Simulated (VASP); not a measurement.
Write the native input for VASP 6.6.1 that does the following.

```
Task                   : single point
Functional             : r2SCAN
Potentials or basis    : VASP PAW PBE potentials, release 64 (Al, C)
Cutoff                 : 520 eV
k mesh                 : 9 × 9 × 1
Occupations            : gaussian, width 0.1 eV
Spin                   : no spin polarisation
Dipole correction      : yes
Further INCAR settings : ALGO = Normal; EDIFF = 1e-06; NBANDS = 14
```

Slab: Al3C, a slab with vacuum.

```xyz
4
Lattice="2.8228 0.0000 0.0000 0.0000 2.8228 0.0000 0.0000 0.0000 19.6007" Properties=species:S:1:pos:R:3 pbc="T T T"
Al    1.4114    1.4114    4.0000
Al    0.0000    0.0000    6.0501
Al    1.4114    1.4114    8.1007
C     1.4114    2.8228    9.4892
```

The input as run:

POSCAR

```
Al3C
1.0
    2.8227735243      0.0000000000      0.0000000000
    0.0000000000      2.8227735243      0.0000000000
    0.0000000000      0.0000000000     19.6006972839
Al C
3 1
Direct
    0.5000000000      0.5000000000      0.2040743726
    0.0000000000      0.0000000000      0.3086652018
    0.5000000000      0.5000000000      0.4132861789
    0.5000000000      1.0000000000      0.4841264309
```

INCAR.step1

```
SYSTEM = Al3C
PREC = Accurate ; ENCUT = 520
ISMEAR = 0 ; SIGMA = 0.1
LREAL = .FALSE. ; LASPH = .TRUE.
NELM = 100 ; LDIPOL = .TRUE.
IDIPOL = 3 ; DIPOL = 0.5 0.5 0.353
NBANDS = 14 ; GGA = PE
ALGO = Normal ; EDIFF = 1E-4
LWAVE = .TRUE. ; LCHARG = .FALSE.
```

INCAR.step2

```
SYSTEM = Al3C
PREC = Accurate ; ENCUT = 520
EDIFF = 1E-6 ; ISMEAR = 0
SIGMA = 0.1 ; LREAL = .FALSE.
LASPH = .TRUE. ; NELM = 100
ALGO = Normal ; ISIF = 2
LWAVE = .FALSE. ; LCHARG = .FALSE.
LDIPOL = .TRUE. ; IDIPOL = 3
DIPOL = 0.5 0.5 0.353 ; METAGGA = R2SCAN
LMIXTAU = .TRUE. ; NBANDS = 14
ISTART = 1
```

KPOINTS

```
regular mesh
0
G
  9 9 1
  0 0 0
```

Potentials or basis: VASP PAW PBE potentials, release 64 (Al, C).

The run is started by

```sh
$ cat potpaw_PBE.64/Al/POTCAR potpaw_PBE.64/C/POTCAR > POTCAR
$ cp INCAR.step1 INCAR
$ mpirun -np 1 vasp_std > vasp.out
$ cp INCAR.step2 INCAR
$ mpirun -np 1 vasp_std > vasp.out
```

It gave:

```
Largest force : 0.100 eV/Å
```

Caveat: the PAW data sets were made with another functional, which shifts forces and pressure a little.

Run time: 2.6 min on 1 thread of Intel(R) Xeon(R) 6975P-C (Granite Rapids), on a shared host, peak memory 0.31 GiB.
